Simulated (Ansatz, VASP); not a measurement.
Two plane-wave programs on Al9N

```
CELL_PARAMETERS angstrom
5.70709 0.00000 0.00000
-1.42677 9.70148 0.00000
0.00000 0.00000 22.79037
ATOMIC_POSITIONS crystal
Al 0.26622 0.06489 0.17551
Al 0.76622 0.06489 0.17551
Al 0.33548 0.34192 0.21920
Al 0.83548 0.34192 0.21920
Al 0.14933 0.59733 0.22794
Al 0.64933 0.59733 0.22794
Al 0.46318 0.85274 0.23668
Al 0.96318 0.85274 0.23668
Al 0.03198 0.12771 0.28083
Al 0.53198 0.12771 0.28083
Al 0.09979 0.40422 0.33011
Al 0.59979 0.40422 0.33011
Al 0.41440 0.65967 0.33698
Al 0.91440 0.65967 0.33698
Al 0.22631 0.91108 0.34493
Al 0.72631 0.91108 0.34493
Al 0.29624 0.18141 0.38571
Al 0.79624 0.18141 0.38571
N 0.37994 0.91108 0.47697
N 0.57268 0.91108 0.47697
```

Alike in both runs: task single point; functional PBE; k mesh 5 × 3 × 1; occupations gaussian, width 0.1 eV; no spin polarisation.

```csv
,VASP,Ansatz
version,VASP 6.6.1,Ansatz 0.2.0
potentials or method,"VASP PAW PBE potentials, release 64 (Al, N), cutoff 520 eV","scalar-relativistic, plane waves, PAW"
valence electrons in the cell,64,64
```

|  | VASP | Ansatz | Ansatz less VASP |
| --- | --- | --- | --- |
| gap on the k mesh at the Fermi level (eV) | none | none | - |
| rms of the force components (eV/Å) | 0.509 | 0.192 | -0.3171 |

Atom by atom the forces differ by 0.329 eV/Å (rms over components). A gap of «none» marks a metal or a gap that the smearing closes. One of these differences is far larger than is usual between the two programs; its cause wasn't traced.

Noted on VASP's run: the standard files for N, O and F lose accuracy on very short bonds.
